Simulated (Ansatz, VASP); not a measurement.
**WS2: VASP beside Ansatz**

File INCAR:

```
SYSTEM = WS2
PREC = Accurate
ENCUT = 520
EDIFF = 1E-7
ISMEAR = 0
SIGMA = 0.05
LREAL = .False.
LASPH = .True.
NELM = 100
ALGO = Normal
ISIF = 2
LWAVE = .False.
LCHARG = .False.
LDIPOL = .True.
IDIPOL = 3
DIPOL = 0.5 0.5 0.402
GGA = PE
IVDW = 12
NBANDS = 35
```

KPOINTS

```
Automatic mesh
0
Gamma
  9 9 1
  0 0 0
```

The input POSCAR:

```
WS2
1.0
    3.1595457497      0.0000000000      0.0000000000
   -1.5797728749      2.7362468836      0.0000000000
    0.0000000000      0.0000000000     23.8042575719
S W
4 2
Direct
    0.3333333333      0.6666666667      0.1890418126
    0.3333333333      0.6666666667      0.3214605103
    0.3333333333      0.6666666667      0.4827761904
    0.3333333333      0.6666666667      0.6151948880
    0.6666666667      0.3333333333      0.2552511581
    0.0000000000      1.0000000000      0.5489855359
```

Input for Ansatz:

```yaml
crystal:
  lattice:
    - [3.1595457497, 0.0, 0.0]
    - [-1.5797728749, 2.7362468836, 0.0]
    - [0.0, 0.0, 23.8042575719]
  atoms:
    - { symbol: S, position: [0.3333333333, 0.6666666667, 0.1890418126] }
    - { symbol: W, position: [0.6666666667, 0.3333333333, 0.2552511581] }
    - { symbol: S, position: [0.3333333333, 0.6666666667, 0.3214605103] }
    - { symbol: S, position: [0.3333333333, 0.6666666667, 0.4827761904] }
    - { symbol: W, position: [0.0, 1.0, 0.5489855359] }
    - { symbol: S, position: [0.3333333333, 0.6666666667, 0.615194888] }
basis:
  ecutwfc: 420
kpoints:
  mp_grid: { grid: [9, 9, 1] }
hamiltonian:
  xc: pbe
  pseudopotentials: { kind: paw, azcp: { folder: soft_1 } }
  dispersion: d3bj
scf:
  occupations: { method: gaussian, width: 0.05 }
output:
  forces: true
  eigenvalues: true
efield:
  axis: 3
  dipole_correction: true
  ramp_width: 0.04
```

Alike in both runs: task single point; functional PBE; dispersion D3(BJ); k mesh 9 × 9 × 1; occupations gaussian, width 0.05 eV; no spin polarisation.

|  | VASP | Ansatz |
| --- | --- | --- |
| version | VASP 6.6.1 | Ansatz 0.2.0 |
| potentials or method | VASP PAW PBE potentials, release 64 (S, W_sv), cutoff 520 eV | scalar-relativistic, plane waves, PAW |
| valence electrons in the cell | 52 | 52 |

Ansatz gave:

```
gap on the k mesh at the Fermi level (eV) : 1.84
least direct gap on the mesh (eV)         : 1.92
rms of the force components (eV/Å)        : 0.018
```

**Question.** Which values does VASP return?

**Answer.** gap on the k mesh at the Fermi level (eV): 1.85; least direct gap on the mesh (eV): 1.92; rms of the force components (eV/Å): 0.018.

Neither program's run includes spin-orbit coupling.
